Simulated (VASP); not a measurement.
# Cu3Pd (Pm-3m) in VASP: further runs

Cu3Pd is run at these levels: LDA; tasks: single point, relaxation of volume and atoms at fixed shape.

Program: VASP 6.6.1. These are calculated values, not measurements. Logs are shortened: lines on timing, memory, paths and dates and some standing lists are left out, and cuts for length are marked.

## 1. The cell of the first run

It takes space group Pm-3m (No. 221, cubic). The conventional cell has a = 3.613 Å, b = 3.613 Å, c = 3.613 Å, α = 90.00°, β = 90.00°, γ = 90.00°. Cu (site symmetry 4/mmm) has 8 Cu at 2.55 Å and 4 Pd at 2.55 Å within 3.4 Å. Pd (site symmetry m-3m) has 12 Cu at 2.55 Å within 3.4 Å.

## 2. Single point, LDA

INCAR reads:

```
SYSTEM = Cu3Pd
ALGO = Normal
EDIFF = 1E-7
ENCUT = 520
ISIF = 2
ISMEAR = 0
LASPH = .True.
LCHARG = .True.
LELF = .True.
LREAL = .False.
LVHAR = .True.
LWAVE = .False.
NBANDS = 30
NELM = 60
PREC = Accurate
SIGMA = 0.1
```

KPOINTS reads:

```
k-points
0
Gamma
  11 11 11
  0 0 0
```

POSCAR reads:

```
Cu3Pd
1.0
    3.6126170002      0.0000000000      0.0000000000
    0.0000000000      3.6126170002      0.0000000000
    0.0000000000      0.0000000000      3.6126170002
Cu Pd
3 1
Direct
    0.0000000000      0.5000000000      0.5000000000
    0.5000000000      0.0000000000      0.5000000000
    0.5000000000      0.5000000000      0.0000000000
    0.0000000000      0.0000000000      0.0000000000
```

Potentials or basis: VASP PAW LDA potentials, release 64 (Cu, Pd).

Started as:

```sh
> cat potpaw_LDA.64/Cu/POTCAR potpaw_LDA.64/Pd/POTCAR > POTCAR
> mpirun -np 1 vasp_std > vasp.out
```

OUTCAR:

```text
SYSTEM = Cu3Pd
   EDIFF = 1E-7
   ENCUT = 520
   ISIF = 2
   ISMEAR = 0
   LASPH = .True.
   LREAL = .False.
   NELM = 60
   PREC = Accurate

 ion  position               nearest neighbor table
   1  0.000  0.500  0.500-   2 2.55   3 2.55   4 2.55   3 2.55   4 2.55   2 2.55   4 2.55   4 2.55
                             2 2.55   3 2.55   3 2.55   2 2.55
   2  0.500  0.000  0.500-   1 2.55   3 2.55   4 2.55   3 2.55   4 2.55   1 2.55   3 2.55   3 2.55
                             1 2.55   4 2.55   4 2.55   1 2.55
   3  0.500  0.500  0.000-   1 2.55   2 2.55   4 2.55   1 2.55   2 2.55   2 2.55   4 2.55   2 2.55
                             1 2.55   4 2.55   1 2.55   4 2.55
   4  0.000  0.000  0.000-   1 2.55   2 2.55   3 2.55   1 2.55   2 2.55   1 2.55   3 2.55   1 2.55
                             2 2.55   3 2.55   2 2.55   3 2.55

  LATTYP: Found a simple cubic cell.
 ALAT       =     3.6126170002

  Lattice vectors:

 A1 = (   3.6126170002,   0.0000000000,   0.0000000000)
 A2 = (   0.0000000000,   3.6126170002,   0.0000000000)
 A3 = (   0.0000000000,   0.0000000000,   3.6126170002)

Analysis of symmetry for initial positions (statically):
=====================================================================
 Subroutine PRICEL returns:
 Original cell was already a primitive cell.

 Routine SETGRP: Setting up the symmetry group for a
 simple cubic supercell.

 Subroutine GETGRP returns: Found 48 space group operations
 (whereof 48 operations were pure point group operations)
 out of a pool of 48 trial point group operations.

The static configuration has the point symmetry O_h .

Analysis of symmetry for dynamics (positions and initial velocities):
=====================================================================
 Subroutine PRICEL returns:
 Original cell was already a primitive cell.

 Routine SETGRP: Setting up the symmetry group for a
 simple cubic supercell.

 Subroutine GETGRP returns: Found 48 space group operations
 (whereof 48 operations were pure point group operations)
 out of a pool of 48 trial point group operations.

The dynamic configuration has the point symmetry O_h .

 Subroutine INISYM returns: Found 48 space group operations
 (whereof 48 operations are pure point group operations),
 and found     1 'primitive' translations

----------------------------------------------------------------------------------------

                                     Primitive cell

  volume of cell :      47.1483

  direct lattice vectors                    reciprocal lattice vectors
     3.612617000  0.000000000  0.000000000     0.276807644  0.000000000  0.000000000
     0.000000000  3.612617000  0.000000000     0.000000000  0.276807644  0.000000000
     0.000000000  0.000000000  3.612617000     0.000000000  0.000000000  0.276807644

  length of vectors
     3.612617000  3.612617000  3.612617000     0.276807644  0.276807644  0.276807644

  position of ions in fractional coordinates (direct lattice)
     0.000000000  0.500000000  0.500000000
     0.500000000  0.000000000  0.500000000
     0.500000000  0.500000000  0.000000000
     0.000000000  0.000000000  0.000000000

  ion indices of the primitive-cell ions
   primitive index   ion index
                 1           1
                 2           2
                 3           3
                 4           4

----------------------------------------------------------------------------------------

 KPOINTS: k-points

Automatic generation of k-mesh.
 Grid dimensions read from file:
 generate k-points for:   11   11   11

 Generating k-lattice:

  Cartesian coordinates                     Fractional coordinates (reciprocal lattice)
     0.025164331  0.000000000  0.000000000     0.090909091  0.000000000  0.000000000
     0.000000000  0.025164331  0.000000000     0.000000000  0.090909091  0.000000000
     0.000000000  0.000000000  0.025164331     0.000000000  0.000000000  0.090909091

  Length of vectors
     0.025164331  0.025164331  0.025164331

  Shift w.r.t. Gamma in fractional coordinates (k-lattice)
     0.000000000  0.000000000  0.000000000

 Subroutine IBZKPT returns following result:
 ===========================================

 Found     56 irreducible k-points:

 Following reciprocal coordinates:
            Coordinates               Weight
  0.000000  0.000000  0.000000      1.000000
  0.090909  0.000000  0.000000      6.000000
  0.181818  0.000000  0.000000      6.000000
  0.272727  0.000000  0.000000      6.000000
  0.363636  0.000000  0.000000      6.000000
  0.454545  0.000000  0.000000      6.000000
[... 16 lines left out ...]
  0.181818  0.090909  0.090909     24.000000
  0.272727  0.090909  0.090909     24.000000
 [... further k-points ...]
   k-points           NKPTS =     56   k-points in BZ     NKDIM =     56   number of bands    NBANDS=     30
   number of dos      NEDOS =    301   number of ions     NIONS =      4
   total plane-waves  NPLWV =  21952
   dimension x,y,z NGX =    28 NGY =   28 NGZ =   28
   dimension x,y,z NGXF=    56 NGYF=   56 NGZF=   56
   ions per type =               3   1
   NGX,Y,Z   is equivalent  to a cutoff of  12.89, 12.89, 12.89 a.u.
   NGXF,Y,Z  is equivalent  to a cutoff of  25.77, 25.77, 25.77 a.u.
 SYSTEM =  Cu3Pd
   PREC   = accura    normal or accurate (medium, high low for compatibility)
   ISTART =      0    job   : 0-new  1-cont  2-samecut
   ICHARG =      2    charge: 1-file 2-atom 10-const
   ISPIN  =      1    spin polarized calculation?
   LNONCOLLINEAR =      F non collinear calculations
   LSORBIT =      F    spin-orbit coupling
   LASPH  =      T    aspherical Exc in radial PAW
   ENCUT  =  520.0 eV  38.22 Ry    6.18 a.u.   6.72  6.72  6.72*2*pi/ulx,y,z
   NELM   =     60;   NELMIN=  2; NELMDL= -5     # of ELM steps
   EDIFF  = 0.1E-06   stopping-criterion for ELM
   LREAL  =      F    real-space projection
   EDIFFG = 0.1E-05   stopping-criterion for IOM
   NSW    =      0    number of steps for IOM
   IBRION =     -1    ionic relax: 0-MD 1-quasi-New 2-CG
   NFREE  =      0    steps in history (QN), initial steepest desc. (CG)
   ISIF   =      2    stress and relaxation
   ISYM   =      2    0-nonsym 1-usesym 2-fastsym
   POTIM  = 0.5000    time-step for ionic-motion
   TEBEG  =    0.0;   TEEND  =   0.0 temperature during run
   PSTRESS=    0.0 pullay stress
   NELECT =      43.0000    total number of electrons
   NUPDOWN=      -1.0000    fix difference up-down
   EMIN   =  10.00;   EMAX   =-10.00  energy-range for DOS
   EFERMI =   0.00;   METHOD = LEGACY
   ISMEAR =     0;   SIGMA  =   0.10  broadening in eV -4-tet -1-fermi 0-gaus
   EFERMI_NEDOS =   21; number of points for ismear=-14 and -15
   IALGO  =     38    algorithm
   IMIX   =      4    mixing-type and parameters
     AMIX     =   0.40;   BMIX     =  1.00
     AMIX_MAG =   1.60;   BMIX_MAG =  1.00
  volume/ion in A,a.u.               =      11.79        79.54
  Fermi-wavevector in a.u.,A,eV,Ry     =   1.587605  3.000138 34.293333  2.520489
  Thomas-Fermi vector in A             =   2.686737
   LORBIT       =      0    0 simple, 1 ext, 2 COOP (PROOUT), +10 PAW based schemes
   GGA     = CA    functional components
   LHFCALC =     F    Hartree Fock is set to
   AEXX    =    0.0000 exact exchange contribution
   IVDW    =     0    specifies the selected vdW correction
   LEPSILON=     F    determine dielectric tensor
   LRPA    =     F    only Hartree local field effects (RPA)
 non-spin polarized calculation
 Gauss-broadening in eV      SIGMA  =   0.10
  energy-cutoff  :      520.00
  volume of cell :       47.15
 maximum number of plane-waves:      1309
 NGX is ok and might be reduce to    28
   NGX = 13   NGY = 13   NGZ = 13

 number of electron      42.9999929 magnetization

 Free energy of the ion-electron system (eV)
  ---------------------------------------------------
  ext. energy  EPLUGINS =         0.00000000
  ---------------------------------------------------
  free energy    TOTEN  =       -21.00245856 eV

  energy without entropy =      -20.99528543  energy(sigma->0) =      -20.99887200

 E-fermi :   8.7272     XC(G=0): -13.5833

 val. band max:        8.6546585285   @ k =   0.3636   0.1818   0.1818
 cond. band min:       8.7396677734   @ k =   0.2727   0.0909   0.0909
 fundamental gap:      0.0850092449
 Fermi energy:         8.7271647901

 k-point     1 :       0.0000    0.0000    0.0000
  band No.  band energies     occupation
      1      -0.3496      2.00000
      2       3.1538      2.00000
      3       3.1538      2.00000
      4       3.9392      2.00000
      5       3.9392      2.00000
      6       3.9392      2.00000
[... 22 lines left out ...]
     29      21.1630      0.00000
     30      21.1630      0.00000

 k-point     2 :       0.0909    0.0000    0.0000
  band No.  band energies     occupation
      1      -0.2441      2.00000
      2       3.2007      2.00000
      3       3.2056      2.00000
      4       3.9709      2.00000
      5       3.9773      2.00000
      6       3.9773      2.00000
[... 22 lines left out ...]
     29      21.0829      0.00000
     30      21.0829      0.00000

 k-point     3 :       0.1818    0.0000    0.0000
  band No.  band energies     occupation
      1       0.0681      2.00000
      2       3.3136      2.00000
      3       3.3524      2.00000
      4       4.0631      2.00000
      5       4.0912      2.00000
      6       4.0912      2.00000
[... 22 lines left out ...]
     29      20.5338      0.00000
     30      20.5338      0.00000

 k-point     4 :       0.2727    0.0000    0.0000
  band No.  band energies     occupation
      1       0.5722      2.00000
      2       3.3906      2.00000
      3       3.5659      2.00000
      4       4.2064      2.00000
      5       4.2797      2.00000
      6       4.2797      2.00000
[... 616 lines left out ...]
     29      20.3427      0.00000
     30      21.5954      0.00000

 k-point    23 :       0.1818    0.0909    0.0909
  band No.  band energies     occupation
      1       0.2705      2.00000
      2       3.4215      2.00000
      3       3.4439      2.00000
      4       4.1107      2.00000
      5       4.1351      2.00000
      6       4.1857      2.00000
[... 22 lines left out ...]
     29      20.0913      0.00000
     30      21.4238      0.00000

 k-point    24 :       0.2727    0.0909    0.0909
  band No.  band energies     occupation
      1       0.7646      2.00000
      2       3.5086      2.00000
      3       3.6543      2.00000
      4       4.2482      2.00000
      5       4.2992      2.00000
      6       4.3606      2.00000
[... 22 lines left out ...]
     29      21.4089      0.00000
     30      21.9859      0.00000

 [... further k-points ...]
[... 5 lines left out ...]
  --------------------------------------------------------------------------------------
  -------------------------------------------------------------------------------------
  Total        0.2368056      0.2368056      0.2368056     -0.0000000      0.0000000     -0.0000000
  in kB        8.0470509      8.0470509      8.0470509     -0.0000000      0.0000000     -0.0000000
  external PRESSURE =       8.0470509 kB  Pullay stress =       0.0000000 kB

 VOLUME and BASIS-vectors are now :
 -----------------------------------------------------------------------------
  energy-cutoff  :      520.00
  volume of cell :       47.15
      direct lattice vectors                 reciprocal lattice vectors
     3.612617000  0.000000000  0.000000000     0.276807644  0.000000000  0.000000000
     0.000000000  3.612617000  0.000000000     0.000000000  0.276807644  0.000000000
     0.000000000  0.000000000  3.612617000     0.000000000  0.000000000  0.276807644

 POSITION                                       TOTAL-FORCE (eV/Angst)
 -----------------------------------------------------------------------------------
      0.00000      1.80631      1.80631         0.000000      0.000000      0.000000
      1.80631      0.00000      1.80631         0.000000      0.000000      0.000000
      1.80631      1.80631      0.00000         0.000000      0.000000      0.000000
      0.00000      0.00000      0.00000         0.000000      0.000000      0.000000
 -----------------------------------------------------------------------------------
    total drift:                                0.000000      0.000000      0.000000

  FREE ENERGIE OF THE ION-ELECTRON SYSTEM (eV)
  ---------------------------------------------------
  free  energy   TOTEN  =       -21.0024585638 eV

  energy  without entropy=      -20.9952854278  energy(sigma->0) =      -20.99887200
```

It took 47 s on 1 thread of AMD EPYC 9R45 (Zen 5), shared host; peak memory 0.16 GiB.

Results:

| Item | Value |
| --- | --- |
| Free energy | -21.0025 eV |
| Pressure | 0.8 GPa |

## 3. Relaxation of volume and atoms at fixed shape, LDA

This run uses another cell than the first one, of 12.56 Å³/atom, 1.066 times its volume.

INCAR reads:

```
PREC     = Accurate       # precision mode
ENCUT    = 600            # plane-wave cutoff, eV
EDIFF    = 1E-6           # SCF threshold, eV
ISMEAR   = 0              # smearing method
SIGMA    = 0.1            # smearing width, eV
LREAL    = False          # projectors in reciprocal space
LASPH    = True           # aspherical terms in the spheres
NELM     = 100            # most SCF steps
ALGO     = Normal         # electronic algorithm
ISIF     = 8              # what is computed and relaxed
LWAVE    = False          # write WAVECAR
LCHARG   = False          # write CHGCAR
IBRION   = 2              # ionic algorithm
NSW      = 80             # ionic steps
EDIFFG   = -0.03          # ionic threshold
```

KPOINTS reads:

```
Automatic mesh
0
Gamma
  11 11 11
```

POSCAR reads:

```
Cu3Pd
1.0
    3.6900000000      0.0000000000      0.0000000000
    0.0000000000      3.6900000000      0.0000000000
    0.0000000000      0.0000000000      3.6900000000
Cu Pd
3 1
Direct
    0.0000000000      0.5000000000      0.5000000000
    0.5000000000      0.0000000000      0.5000000000
    0.5000000000      0.5000000000      0.0000000000
    0.0000000000      0.0000000000      0.0000000000
```

Potentials or basis: VASP PAW LDA potentials, release 64 (Cu, Pd).

Started as:

```sh
> cat potpaw_LDA.64/Cu/POTCAR potpaw_LDA.64/Pd/POTCAR > POTCAR
> mpirun -np 1 vasp_std > vasp.out
```

Wall time 99 s (1 thread of AMD EPYC 9R45 (Zen 5), shared host); peak memory 0.19 GiB.

It converged, with:

```yaml
Free_energy: -21.0045 eV
Relaxed_volume: 11.84 Å³/atom
Relaxed_cell: a = 3.618 Å, b = 3.618 Å, c = 3.618 Å, α = 90.00°, β = 90.00°, γ = 90.00°
Space_group_after_relaxing_to_0.05_Å: Pm-3m (No. 221)
Energy_gained_by_relaxing: 24.2 meV/atom
Ionic_steps: 3
Pressure_after_relaxing: 0.0 GPa
```

Step by step:
```
step  energy change (eV)  largest force (eV/Å)  pressure (GPa)  volume (Å³)
   1              0.0000                0.0000           -9.91        50.24
   2             -0.0056                0.0000           12.31        44.81
   3             -0.0969                0.0000           -0.04        47.34
```

Final structure:
```yaml
crystal:
  lattice:
    - [3.61755, 0.00000, 0.00000]
    - [0.00000, 3.61755, 0.00000]
    - [0.00000, 0.00000, 3.61755]
  atoms:
    - { symbol: Cu, position: [0.00000, 0.50000, 0.50000] }
    - { symbol: Cu, position: [0.50000, 0.00000, 0.50000] }
    - { symbol: Cu, position: [0.50000, 0.50000, 0.00000] }
    - { symbol: Pd, position: [0.00000, 0.00000, 0.00000] }
```

Levels at points of the mesh, in eV from the Fermi level:
```
           k point  band 18  band 19  band 20  band 21  band 22  band 23  band 24  band 25
(0.00, 0.00, 0.00)    -0.85    -0.39    -0.39    -0.39     2.07     2.07     2.07     8.72
```

LDA usually gives volumes a few per cent too small. Zero-point motion and thermal expansion aren't in these numbers.
